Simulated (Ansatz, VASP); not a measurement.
## LiF in VASP and in Ansatz

Contents of INCAR:

```
PREC     = Accurate       # precision mode
ENCUT    = 520            # plane-wave cutoff, eV
EDIFF    = 1E-6           # SCF threshold, eV
ISMEAR   = 0              # smearing method
SIGMA    = 0.05           # smearing width, eV
LREAL    = F              # projectors in reciprocal space
LASPH    = T              # aspherical terms in the spheres
NELM     = 100            # most SCF steps
ALGO     = Normal         # electronic algorithm
ISIF     = 2              # what is computed and relaxed
LWAVE    = F              # write WAVECAR
LCHARG   = T              # write CHGCAR
LELF     = T              # ELF
LVHAR    = T            
NBANDS   = 18             # bands
```

The input KPOINTS:

```
Automatic mesh
0
Gamma
  9 9 6
```

POSCAR

```
LiF
1.0
    2.9533413869      0.0000000000      0.0000000000
   -1.4766706934      2.5576686671      0.0000000000
    0.0000000000      0.0000000000      4.9043187070
Li F
2 2
Direct
    0.3333333333      0.6666666667      0.3933365971
    0.6666666667      0.3333333333      0.8933365971
    0.3333333333      0.6666666667      0.9910195924
    0.6666666667      0.3333333333      0.4910195924
```

Input for Ansatz:

```yaml
crystal:
  lattice:
    - [2.9533413869, 0.0, 0.0]
    - [-1.4766706934, 2.5576686671, 0.0]
    - [0.0, 0.0, 4.904318707]
  atoms:
    - { symbol: Li, position: [0.3333333333, 0.6666666667, 0.3933365971] }
    - { symbol: Li, position: [0.6666666667, 0.3333333333, 0.8933365971] }
    - { symbol: F, position: [0.3333333333, 0.6666666667, 0.9910195924] }
    - { symbol: F, position: [0.6666666667, 0.3333333333, 0.4910195924] }
basis:
  ecutwfc: 520.0
kpoints:
  mp_grid: { grid: [9, 9, 6] }
hamiltonian:
  xc: lda
scf:
  occupations: { method: gaussian, width: 0.05 }
output:
  forces: true
  stress: true
  eigenvalues: true
```

Alike in both runs: task single point; functional LDA; k mesh 9 × 9 × 6; occupations gaussian, width 0.05 eV; no spin polarisation.

```csv
,VASP,Ansatz
version,VASP 6.6.1,Ansatz 0.2.0
potentials or method,"VASP PAW LDA potentials, release 64 (Li_sv, F), cutoff 520 eV","scalar-relativistic, plane waves, PAW"
valence electrons in the cell,20,20
```

VASP gave:

```
gap on the k mesh at the Fermi level (eV) : 7.85
least direct gap on the mesh (eV)         : 7.85
rms of the force components (eV/Å)        : 0.214
```

Q: What did Ansatz give for the same quantities?

A: gap on the k mesh at the Fermi level (eV): 7.86; least direct gap on the mesh (eV): 7.86; rms of the force components (eV/Å): 0.212.

LDA's correlation is that of Perdew and Zunger in VASP and of Perdew and Wang (1992) in Ansatz. Atom by atom the forces differ by 0.003 eV/Å (rms over components).

Noted on VASP's run: the cutoff is under 1.25 times that of the potentials, so the pressure is a little rough.
